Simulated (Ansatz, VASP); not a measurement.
# One calculation of BN, two programs

File POSCAR:

```
BN
1.0
    1.8048137541     -1.8048137541      0.0000000000
    1.8048137541      0.0000000000     -1.8048137541
    7.5079301510      7.5079301510      7.5079301510
B N
6 6
Direct
    1.0000000000      0.0000000000      0.3805817420
    0.3333333333      0.3333333333      0.2203233025
    0.6666666667      0.6666666667      0.5408401814
    1.0000000000      1.0000000000      0.8613570603
    0.3333333333      0.3333333333      0.7010986208
    0.6666666667      0.6666666667      0.0600648631
    0.6666666667      0.6666666667      0.4206463518
    0.0000000000      0.0000000000      0.2603879124
    0.3333333333      0.3333333333      0.5809047913
    0.6666666667      0.6666666667      0.9014216701
    0.0000000000      0.0000000000      0.7411632307
    0.3333333333      0.3333333333      0.1001294730
```

The input INCAR.step1:

```
ALGO = Normal ; EDIFF = 1E-4
ENCUT = 520 ; GGA = PE
ISMEAR = 0 ; LASPH = T
LCHARG = F ; LREAL = F
LWAVE = T ; NBANDS = 36
NELM = 60 ; PREC = Accurate
SIGMA = 0.05
```

Contents of INCAR.step2:

```
ALGO = Normal ; EDIFF = 1E-6
ENCUT = 520 ; ISIF = 2
ISMEAR = 0 ; ISTART = 1
LASPH = T ; LCHARG = T
LELF = T ; LMIXTAU = T
LREAL = F ; LVHAR = T
LWAVE = F ; METAGGA = R2SCAN
NBANDS = 36 ; NELM = 60
PREC = Accurate ; SIGMA = 0.05
```

The input KPOINTS:

```
k-points
0
Gamma
  10 10 2
```

Input for Ansatz:

```yaml
crystal:
  lattice:
    - [1.8048137541, -1.8048137541, 0.0]
    - [1.8048137541, 0.0, -1.8048137541]
    - [7.507930151, 7.507930151, 7.507930151]
  atoms:
    - { symbol: B, position: [1.0, 0.0, 0.380581742] }
    - { symbol: B, position: [0.3333333333, 0.3333333333, 0.2203233025] }
    - { symbol: B, position: [0.6666666667, 0.6666666667, 0.5408401814] }
    - { symbol: B, position: [1.0, 1.0, 0.8613570603] }
    - { symbol: B, position: [0.3333333333, 0.3333333333, 0.7010986208] }
    - { symbol: B, position: [0.6666666667, 0.6666666667, 0.0600648631] }
    - { symbol: "N", position: [0.6666666667, 0.6666666667, 0.4206463518] }
    - { symbol: "N", position: [0.0, 0.0, 0.2603879124] }
    - { symbol: "N", position: [0.3333333333, 0.3333333333, 0.5809047913] }
    - { symbol: "N", position: [0.6666666667, 0.6666666667, 0.9014216701] }
    - { symbol: "N", position: [0.0, 0.0, 0.7411632307] }
    - { symbol: "N", position: [0.3333333333, 0.3333333333, 0.100129473] }
basis:
  ecutwfc: 500
kpoints:
  mp_grid: { grid: [10, 10, 2] }
hamiltonian:
  xc: r2scan
scf:
  occupations: { method: gaussian, width: 0.05 }
output:
  forces: true
  stress: true
  eigenvalues: true
```

Alike in both runs: task single point; functional r2SCAN; k mesh 10 × 10 × 2; occupations gaussian, width 0.05 eV; no spin polarisation.

```csv
,VASP,Ansatz
version,VASP 6.6.1,Ansatz 0.2.0
potentials or method,"VASP PAW PBE potentials, release 64 (B, N), cutoff 520 eV","scalar-relativistic, plane waves, PAW"
valence electrons in the cell,48,48
```

```tsv
	VASP	Ansatz	Ansatz less VASP
gap on the k mesh at the Fermi level (eV)	3.47	3.48	+0.014
least direct gap on the mesh (eV)	5.45	5.45	-0.001
pressure (GPa)	-5.7	-6.8	-1.02
traceless stress, the component that is largest in VASP (GPa)	-4.95	-4.92	+0.034
rms of the force components (eV/Å)	0.681	0.673	-0.0073
```

VASP's potentials were made for PBE, not for r2SCAN. Atom by atom the forces differ by 0.009 eV/Å (rms over components). The functional is the same, so the differences come from potentials, cutoffs and numerics.
